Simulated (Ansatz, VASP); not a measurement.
# Two plane-wave programs on Be3Se4

INCAR

```
SYSTEM = Be3Se4
  ALGO = Normal
  EDIFF = 1E-6
  EDIFFG = -0.01
  ENCUT = 600
  GGA = PE
  IBRION = 2
  ISIF = 3
  ISMEAR = 0
  LASPH = .True.
  LCHARG = .False.
  LREAL = .False.
  LWAVE = .False.
  NELM = 100
  NSW = 100
  PREC = Accurate
  SIGMA = 0.1
```

KPOINTS

```
k-points
0
Gamma
  10 10 10
  0 0 0
```

File POSCAR:

```
Be3Se4
1.0
   -2.4670337011      2.4670337011      5.5658767857
    2.4670337011     -2.4670337011      5.5658767857
    2.4670337011      2.4670337011     -5.5658767857
Be Se
3 4
Direct
    0.2500000000      0.7500000000      0.5000000000
    0.7500000000      0.2500000000      0.5000000000
    0.5000000000      0.5000000000      0.0000000000
    0.3834338399      0.8745723581      0.0000000000
    0.8745723581      0.3834338399      0.0000000000
    0.1254276419      0.1254276419      0.5088614818
    0.6165661601      0.6165661601      0.4911385182
```

Input for Ansatz:

```yaml
crystal:
  lattice:
    - [-2.4670337011, 2.4670337011, 5.5658767857]
    - [2.4670337011, -2.4670337011, 5.5658767857]
    - [2.4670337011, 2.4670337011, -5.5658767857]
  atoms:
    - { symbol: Be, position: [0.25, 0.75, 0.5] }
    - { symbol: Be, position: [0.75, 0.25, 0.5] }
    - { symbol: Be, position: [0.5, 0.5, 0.0] }
    - { symbol: Se, position: [0.3834338399, 0.8745723581, 0.0] }
    - { symbol: Se, position: [0.8745723581, 0.3834338399, 0.0] }
    - { symbol: Se, position: [0.1254276419, 0.1254276419, 0.5088614818] }
    - { symbol: Se, position: [0.6165661601, 0.6165661601, 0.4911385182] }
basis:
  ecutwfc: 420
kpoints:
  mp_grid: { grid: [10, 10, 10] }
hamiltonian:
  xc: pbe
scf:
  occupations: { method: gaussian, width: 0.1 }
output:
  forces: true
  stress: true
  eigenvalues: true
relax:
  adjacent_minimum: "off"
  f_tol: 0.01
  max_steps: 80
  cell: { stress_tol: 0.05 }
```

Alike in both runs: task relaxation of cell and atoms; functional PBE; k mesh 10 × 10 × 10; occupations gaussian, width 0.1 eV; no spin polarisation.

|  | VASP | Ansatz |
| --- | --- | --- |
| version | VASP 6.6.1 | Ansatz 0.2.0 |
| potentials or method | VASP PAW PBE potentials, release 64 (Be, Se), cutoff 600 eV | scalar-relativistic, plane waves, PAW |
| valence electrons in the cell | 30 | 70 |

Ansatz gave:

| Property | Result |
| --- | --- |
| gap on the k mesh at the Fermi level, each at its own relaxed structure (eV) | none |
| relaxed volume (Å³/atom) | 19.29 |
| relaxed cell length with the largest relative difference (Å) | 6.575 |

Estimate VASP's values.

gap on the k mesh at the Fermi level, each at its own relaxed structure (eV): none; relaxed volume (Å³/atom): 19.34; relaxed cell length with the largest relative difference (Å): 6.585.

A gap of «none» marks a metal or a gap that the smearing closes. VASP's potentials hold 30 valence electrons a cell and Ansatz's 70, so a difference there can come from the potentials and not from the codes.
